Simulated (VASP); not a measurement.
# Al16O25 (a cell with a defect) in VASP: a series of runs, part 2 of 3

VASP 6.6.1.

### Step 3. Single point, PBEsol (with an interstitial atom, then relaxed in part)

Contents of INCAR:

```
  PREC = Accurate
  ENCUT = 520
  EDIFF = 1E-6
  ISMEAR = 0
  SIGMA = 0.01
  LREAL = Auto
  LASPH = T
  NELM = 100
  ALGO = Normal
  ISIF = 2
  LWAVE = F
  LCHARG = F
  GGA = PS
  NBANDS = 125
```

Contents of KPOINTS:

```
Automatic mesh
0
Gamma
  2 2 2
  0.5 0.5 0.5
```

Contents of POSCAR:

```
Al16O25
1.0
   -4.7738611784     -2.7561900364      4.3382851459
    4.7738611784     -2.7561900364      4.3382851459
    0.0000000000      5.5123800729      4.3382851459
Al O
16 25
Direct
    0.1428688330      0.1428688330      0.1428688330
    0.6443473296      0.6458438872      0.1491845186
    0.6458438872      0.1491845186      0.6443473296
    0.1491845186      0.6443473296      0.6458438872
    0.3490338943      0.3490338943      0.3490338943
    0.8471646426      0.8511200859      0.3576947508
    0.8511200859      0.3576947508      0.8471646426
    0.3576947508      0.8471646426      0.8511200859
    0.6509661057      0.6509661057      0.6509661057
    0.1528353574      0.1488799141      0.6423052492
    0.1488799141      0.6423052492      0.1528353574
    0.6423052492      0.1528353574      0.1488799141
    0.8571311670      0.8571311670      0.8571311670
    0.3556526704      0.3541561128      0.8508154814
    0.3541561128      0.8508154814      0.3556526704
    0.8508154814      0.3556526704      0.3541561128
    0.4080926306      0.5956376370      0.7487816059
    0.9009733724      0.1060243395      0.7243569293
    0.9004204193      0.6013072500      0.2519266168
    0.3991552121      0.0958001823      0.2503951443
    0.4043623630      0.2512183941      0.5919073694
    0.9041998177      0.7496048557      0.6008447879
    0.8939756605      0.2756430707      0.0990266276
    0.3986927500      0.7480733832      0.0995795807
    0.5956376370      0.7487816059      0.4080926306
    0.0958001823      0.2503951443      0.3991552121
    0.1060243395      0.7243569293      0.9009733724
    0.6013072500      0.2519266168      0.9004204193
    0.7487816059      0.4080926306      0.5956376370
    0.2519266168      0.9004204193      0.6013072500
    0.2503951443      0.3991552121      0.0958001823
    0.7243569293      0.9009733724      0.1060243395
    0.2512183941      0.5919073694      0.4043623630
    0.7480733832      0.0995795807      0.3986927500
    0.7496048557      0.6008447879      0.9041998177
    0.2756430707      0.0990266276      0.8939756605
    0.5919073694      0.4043623630      0.2512183941
    0.0990266276      0.8939756605      0.2756430707
    0.0995795807      0.3986927500      0.7480733832
    0.6008447879      0.9041998177      0.7496048557
    0.0000000000      0.0000000000      0.0000000000
```

Potentials or basis: VASP PAW PBE potentials, release 64 (Al, O).

On the command line:

```
$ cat potpaw_PBE.64/Al/POTCAR potpaw_PBE.64/O/POTCAR > POTCAR
$ mpirun -np 1 vasp_std > vasp.out
```

OUTCAR:

```text
PREC = Accurate
   ENCUT = 520
   EDIFF = 1E-6
   ISMEAR = 0
   LREAL = Auto
   LASPH = T
   NELM = 100
   ISIF = 2
   GGA = PS

 ion  position               nearest neighbor table
   1  0.143  0.143  0.143-  41 1.86  23 1.95  38 1.95  36 1.95  31 2.00  20 2.00  26 2.00   5 2.68
                            16 2.84  15 2.84  14 2.84   6 3.24   8 3.24   7 3.24
   2  0.644  0.646  0.149-  37 1.84  35 1.86  24 1.86  32 1.91  19 1.98  25 2.00   6 2.68  16 2.78
                            15 2.78  13 2.84   8 3.19   5 3.22   7 3.23
   3  0.646  0.149  0.644-  21 1.84  40 1.86  34 1.86  18 1.91  28 1.98  29 2.00   7 2.68  14 2.78
                            16 2.78  13 2.84   6 3.19   5 3.22   8 3.23
   4  0.149  0.644  0.646-  33 1.84  22 1.86  39 1.86  27 1.91  30 1.98  17 2.00   8 2.68  14 2.78
                            15 2.78  13 2.84   7 3.19   5 3.22   6 3.23
   5  0.349  0.349  0.349-  37 1.85  33 1.85  21 1.85  26 1.95  20 1.95  31 1.95   1 2.68  11 2.75
                            12 2.75  10 2.75   2 3.22   3 3.22   4 3.22
   6  0.847  0.851  0.358-  38 1.86  22 1.86  34 1.86  25 1.95  19 1.95  32 2.02   2 2.68   9 2.75
                            11 2.85  12 2.85   3 3.19   4 3.23   1 3.24
   7  0.851  0.358  0.847-  23 1.86  35 1.86  39 1.86  29 1.95  28 1.95  18 2.02   3 2.68   9 2.75
                            10 2.85  12 2.85   4 3.19   2 3.23   1 3.24
   8  0.358  0.847  0.851-  36 1.86  40 1.86  24 1.86  17 1.95  30 1.95  27 2.02   4 2.68   9 2.75
                            10 2.85  11 2.85   2 3.19   3 3.23   1 3.24
   9  0.651  0.651  0.651-  17 1.85  29 1.85  25 1.85  22 1.95  40 1.95  35 1.95  13 2.68   7 2.75
                             8 2.75   6 2.75  14 3.22  15 3.22  16 3.22
  10  0.153  0.149  0.642-  18 1.86  26 1.86  30 1.86  21 1.95  39 1.95  36 2.02  14 2.68   5 2.75
                             7 2.85   8 2.85  15 3.19  16 3.23  13 3.24
  11  0.149  0.642  0.153-  27 1.86  31 1.86  19 1.86  33 1.95  24 1.95  38 2.02  15 2.68   5 2.75
                             6 2.85   8 2.85  16 3.19  14 3.23  13 3.24
  12  0.642  0.153  0.149-  32 1.86  20 1.86  28 1.86  37 1.95  34 1.95  23 2.02  16 2.68   5 2.75
                             6 2.85   7 2.85  14 3.19  15 3.23  13 3.24
  13  0.857  0.857  0.857-  41 1.86  27 1.95  18 1.95  32 1.95  35 2.00  40 2.00  22 2.00   9 2.68
                             4 2.84   3 2.84   2 2.84  10 3.24  12 3.24  11 3.24
  14  0.356  0.354  0.851-  17 1.84  31 1.86  28 1.86  36 1.91  39 1.98  21 2.00  10 2.68   4 2.78
                             3 2.78   1 2.84  12 3.19   9 3.22  11 3.23
  15  0.354  0.851  0.356-  25 1.84  20 1.86  30 1.86  38 1.91  24 1.98  33 2.00  11 2.68   2 2.78
[... 266 lines left out ...]

  energy without entropy =     -313.82884853  energy(sigma->0) =     -313.83202267

 E-fermi :   7.5344     XC(G=0): -12.0426

 val. band max:        7.5261566949   @ k =  -0.2500   0.2500   0.2500
 cond. band min:       7.5352444026   @ k =  -0.2500   0.2500   0.2500
 fundamental gap:      0.0090877077
 Fermi energy:         7.5344288724

 k-point     1 :       0.2500    0.2500    0.2500
  band No.  band energies     occupation
      1     -13.0006      2.00000
      2     -12.2032      2.00000
      3     -12.0588      2.00000
      4     -12.0588      2.00000
      5     -11.6177      2.00000
      6     -11.5068      2.00000
[... 103 lines left out ...]
    110      15.7861      0.00000
    111      15.9643      0.00000

 k-point     2 :      -0.2500    0.2500    0.2500
  band No.  band energies     occupation
      1     -12.9522      2.00000
      2     -12.3333      2.00000
      3     -12.0894      2.00000
      4     -12.0779      2.00000
      5     -11.6633      2.00000
      6     -11.4586      2.00000
[... 103 lines left out ...]
    110      16.1085      0.00000
    111      16.1480      0.00000
 [bands above 111 left out]

------------------------ aborting loop because EDIFF is reached ----------------------------------------

  FORCE on cell =-STRESS in cart. coord.  units (eV):
  Direction    XX          YY          ZZ          XY          YZ          ZX
  --------------------------------------------------------------------------------------
  -------------------------------------------------------------------------------------
  Total       15.4765521     15.4765521      4.0981894     -0.0000001      0.0000000      0.0000000
  in kB       72.3996570     72.3996570     19.1714219     -0.0000003      0.0000000      0.0000000
  external PRESSURE =      54.6569120 kB  Pullay stress =       0.0000000 kB

 VOLUME and BASIS-vectors are now :
 -----------------------------------------------------------------------------
  energy-cutoff  :      520.00
  volume of cell :      342.49
      direct lattice vectors                 reciprocal lattice vectors
    -4.773861178 -2.756190036  4.338285146    -0.104737021 -0.060469947  0.076835275
     4.773861178 -2.756190036  4.338285146     0.104737021 -0.060469947  0.076835275
     0.000000000  5.512380073  4.338285146     0.000000000  0.120939895  0.076835275

 POSITION                                       TOTAL-FORCE (eV/Angst)
 -----------------------------------------------------------------------------------
      0.00000      0.00000      1.85942        -0.000000      0.000000      0.010137
      0.00714     -2.73365      6.24442        -0.000166      0.002702      0.009557
     -2.37098      1.36064      6.24442         0.002423     -0.001208      0.009557
      2.36384      1.37301      6.24442        -0.002258     -0.001495      0.009557
      0.00000      0.00000      4.54263        -0.000000      0.000000      0.000521
      0.01888     -2.70905      8.91943         0.006213     -0.007022     -0.003820
[... 33 lines left out ...]
      1.44817     -0.01608      9.78131        -0.008997     -0.002071      0.005838
      0.00000      0.00000      0.00000        -0.000000     -0.000000      0.000000
 -----------------------------------------------------------------------------------
    total drift:                                0.000000     -0.000000     -0.000000

  FREE ENERGIE OF THE ION-ELECTRON SYSTEM (eV)
  ---------------------------------------------------
  free  energy   TOTEN  =      -313.8351968151 eV

  energy  without entropy=     -313.8288485336  energy(sigma->0) =     -313.83202267
```

OSZICAR:

```text
N       E                     dE             d eps       ncg     rms          rms(c)
DAV:   1     0.107348640550E+04    0.10735E+04   -0.10576E+05   500   0.152E+03
DAV:   2    -0.272958063020E+03   -0.13464E+04   -0.13159E+04   606   0.328E+02
DAV:   3    -0.341831624529E+03   -0.68874E+02   -0.68545E+02   608   0.785E+01
DAV:   4    -0.342543326257E+03   -0.71170E+00   -0.70999E+00   592   0.877E+00
DAV:   5    -0.342554188973E+03   -0.10863E-01   -0.10851E-01   592   0.104E+00    0.330E+01
DAV:   6    -0.314441568607E+03    0.28113E+02   -0.11906E+02   576   0.305E+01    0.123E+01
DAV:   7    -0.314025202786E+03    0.41637E+00   -0.36628E+00   592   0.735E+00    0.681E+00
DAV:   8    -0.313867662312E+03    0.15754E+00   -0.49942E-01   568   0.309E+00    0.347E+00
DAV:   9    -0.313831437577E+03    0.36225E-01   -0.17085E-01   576   0.184E+00    0.848E-01
DAV:  10    -0.313835854301E+03   -0.44167E-02   -0.55497E-02   584   0.928E-01    0.582E-01
DAV:  11    -0.313835609060E+03    0.24524E-03   -0.76158E-03   584   0.314E-01    0.364E-01
DAV:  12    -0.313835220576E+03    0.38848E-03   -0.34657E-03   648   0.267E-01    0.188E-01
DAV:  13    -0.313835203540E+03    0.17036E-04   -0.11107E-03   568   0.125E-01    0.396E-02
DAV:  14    -0.313835199892E+03    0.36475E-05   -0.19258E-04   584   0.475E-02    0.170E-02
DAV:  15    -0.313835198135E+03    0.17575E-05   -0.25748E-05   576   0.179E-02    0.761E-03
DAV:  16    -0.313835196801E+03    0.13341E-05   -0.46083E-06   464   0.929E-03    0.233E-03
DAV:  17    -0.313835196815E+03   -0.14285E-07   -0.81227E-07   344   0.321E-03
   1 F= -.31383520E+03 E0= -.31383202E+03  d E =-.634828E-02
```

stdout:

```text
POSCAR found type information on POSCAR AlO
 POSCAR found :  2 types and      41 ions
 scaLAPACK will be used
 -----------------------------------------------------------------------------
|                                                                             |
|                                                                             |
|     You enforced a specific xc type in the INCAR file but a different       |
|     I HOPE YOU KNOW WHAT YOU ARE DOING!                                     |
|                                                                             |
 -----------------------------------------------------------------------------

 LDA part: xc-table for (Slater+PW92), standard interpolation
 POSCAR, INCAR and KPOINTS ok, starting setup
 FFT: planning ... GRIDC
 FFT: planning ... GRID_SOFT
 FFT: planning ... GRID
 WAVECAR not read
 entering main loop
```

It took 4.5 min on 1 thread of AMD EPYC 7R13, shared host; peak memory 0.36 GiB.

Results:

- Free energy: -313.8352 eV
- Pressure: 5.5 GPa
- Largest force: 0.011 eV/Å
- Band gap on the k mesh: zero (bands 99 and 100 overlap by 0.02 eV)

Forces on the atoms (eV/Å):
```
Al   0.000  0.000  0.010
Al   0.000  0.003  0.010
Al   0.002 -0.001  0.010
Al  -0.002 -0.001  0.010
Al   0.000  0.000  0.001
Al   0.006 -0.007 -0.004
Al  -0.009 -0.002 -0.004
Al   0.003  0.009 -0.004
Al   0.000  0.000 -0.001
Al  -0.006  0.007  0.004
Al   0.009  0.002  0.004
Al  -0.003 -0.009  0.004
Al   0.000  0.000 -0.010
Al   0.000 -0.003 -0.010
Al  -0.002  0.001 -0.010
Al   0.002  0.001 -0.010
O    0.004  0.004 -0.001
O   -0.003  0.003  0.005
O    0.006  0.002  0.003
O    0.009  0.002 -0.006
O   -0.002  0.006  0.001
O    0.003  0.009  0.006
O   -0.004 -0.001 -0.005
O    0.002  0.006 -0.003
O    0.002 -0.006 -0.001
O   -0.003 -0.009 -0.006
O    0.004  0.001  0.005
O   -0.002 -0.006  0.003
O   -0.006  0.001 -0.001
O   -0.004  0.004  0.003
O   -0.006  0.007 -0.006
O   -0.001 -0.004  0.005
O    0.006 -0.001  0.001
O    0.004 -0.004 -0.003
O    0.006 -0.007  0.006
O    0.001  0.004 -0.005
O   -0.004 -0.004  0.001
O    0.003 -0.003 -0.005
O   -0.006 -0.002 -0.003
O   -0.009 -0.002  0.006
O    0.000  0.000  0.000
```

Caveat: the k points lie up to 0.45 Å⁻¹ apart; the cell differs from its parent crystal (with an interstitial atom, then relaxed in part); the PAW data sets were made with another functional, which shifts forces and pressure a little.

### Step 4. Single point, PBEsol (with an interstitial atom, then relaxed in part)

Contents of INCAR:

```
SYSTEM = Al16O25
  ALGO = Normal
  EDIFF = 1E-7
  ENCUT = 520
  GGA = PS
  ISIF = 2
  ISMEAR = 0
  LASPH = .TRUE.
  LCHARG = .FALSE.
  LREAL = Auto
  LWAVE = .FALSE.
  NBANDS = 125
  NELECT = 200.0
  NELM = 100
  PREC = Accurate
  SIGMA = 0.01
```

KPOINTS is that of step 3.

Contents of POSCAR:

```
Al16O25
1.0
   -4.7738611784     -2.7561900364      4.3382851459
    4.7738611784     -2.7561900364      4.3382851459
    0.0000000000      5.5123800729      4.3382851459
Al O
16 25
Direct
    0.1319167272      0.1319167272      0.1319167272
    0.6410430284      0.6475216681      0.1473857494
    0.6475216681      0.1473857494      0.6410430284
    0.1473857494      0.6410430284      0.6475216681
    0.3451134190      0.3451134190      0.3451134190
    0.8505258986      0.8533276161      0.3520815095
    0.8533276161      0.3520815095      0.8505258986
    0.3520815095      0.8505258986      0.8533276161
    0.6548865810      0.6548865810      0.6548865810
    0.1494741014      0.1466723839      0.6479184905
    0.1466723839      0.6479184905      0.1494741014
    0.6479184905      0.1494741014      0.1466723839
    0.8680832728      0.8680832728      0.8680832728
    0.3589569716      0.3524783319      0.8526142506
    0.3524783319      0.8526142506      0.3589569716
    0.8526142506      0.3589569716      0.3524783319
    0.4119313590      0.5927785799      0.7492064941
    0.8951612200      0.1068142209      0.7080222394
    0.8999373723      0.6077514220      0.2533504065
    0.4006368620      0.0959453056      0.2506159988
    0.4072214201      0.2507935059      0.5880686410
    0.9040546944      0.7493840012      0.5993631380
    0.8931857791      0.2919777606      0.1048387800
    0.3922485780      0.7466495935      0.1000626277
    0.5927785799      0.7492064941      0.4119313590
    0.0959453056      0.2506159988      0.4006368620
    0.1068142209      0.7080222394      0.8951612200
    0.6077514220      0.2533504065      0.8999373723
    0.7492064941      0.4119313590      0.5927785799
    0.2533504065      0.8999373723      0.6077514220
    0.2506159988      0.4006368620      0.0959453056
    0.7080222394      0.8951612200      0.1068142209
    0.2507935059      0.5880686410      0.4072214201
    0.7466495935      0.1000626277      0.3922485780
    0.7493840012      0.5993631380      0.9040546944
    0.2919777606      0.1048387800      0.8931857791
    0.5880686410      0.4072214201      0.2507935059
    0.1048387800      0.8931857791      0.2919777606
    0.1000626277      0.3922485780      0.7466495935
    0.5993631380      0.9040546944      0.7493840012
    0.0000000000      0.0000000000      0.0000000000
```

On the command line:

```
$ cat potpaw_PBE.64/Al/POTCAR potpaw_PBE.64/O/POTCAR > POTCAR
$ mpirun -np 1 vasp_std > vasp.out
```

It took 4.4 min on 1 thread of AMD EPYC 7R13, shared host; peak memory 0.36 GiB.

The run converged. Its results:

```yaml
Free_energy: -297.6121 eV
Largest_force: 0.087 eV/Å
```

Forces in eV/Å, atoms in the order of the input:
```
Al   0.000  0.000  0.087
Al   0.008  0.004  0.004
Al  -0.001 -0.009  0.004
Al  -0.007  0.005  0.004
Al   0.000  0.000  0.013
Al  -0.004 -0.025  0.020
Al  -0.019  0.016  0.020
Al   0.024  0.009  0.020
Al   0.000  0.000 -0.013
Al   0.004  0.025 -0.020
Al   0.019 -0.016 -0.020
Al  -0.024 -0.009 -0.020
Al   0.000  0.000 -0.087
Al  -0.008 -0.004 -0.004
Al   0.001  0.009 -0.004
Al   0.007 -0.005 -0.004
O    0.004 -0.008 -0.004
O    0.005 -0.001  0.002
O    0.003  0.015  0.000
O   -0.012  0.011  0.018
O    0.009 -0.001  0.004
O   -0.015 -0.005 -0.018
O    0.004  0.004 -0.002
O   -0.012  0.011  0.000
O   -0.009  0.001 -0.004
O    0.015  0.005  0.018
O   -0.004 -0.004  0.002
O    0.012 -0.011  0.000
O    0.005  0.007 -0.004
O   -0.015 -0.005  0.000
O   -0.004 -0.016  0.018
O   -0.001  0.005  0.002
O   -0.005 -0.007  0.004
O    0.015  0.005  0.000
O    0.004  0.016 -0.018
O    0.001 -0.005 -0.002
O   -0.004  0.008  0.004
O   -0.005  0.001 -0.002
O   -0.003 -0.015  0.000
O    0.012 -0.011 -0.018
O    0.000  0.000  0.000
```

Levels at points of the mesh, in eV from the Fermi level:
| k point | band 96 | band 97 | band 98 | band 99 | band 100 | band 101 | band 102 | band 103 | band 104 | band 105 |
| --- | --- | --- | --- | --- | --- | --- | --- | --- | --- | --- |
| (0.25, 0.25, 0.25) | -2.68 | -2.68 | -1.52 | -0.08 | -0.08 | 4.40 | 6.19 | 6.30 | 6.30 | 6.45 |

Caveat: the cell carries a net charge on a neutralising background, which shifts energy and pressure; the cell differs from its parent crystal (with an interstitial atom, then relaxed in part); the cell is charged against a uniform background, so pressure and absolute levels hang on convention; the PAW data sets were made with another functional, which shifts forces and pressure a little.

(Continued in part 3 of 3.)
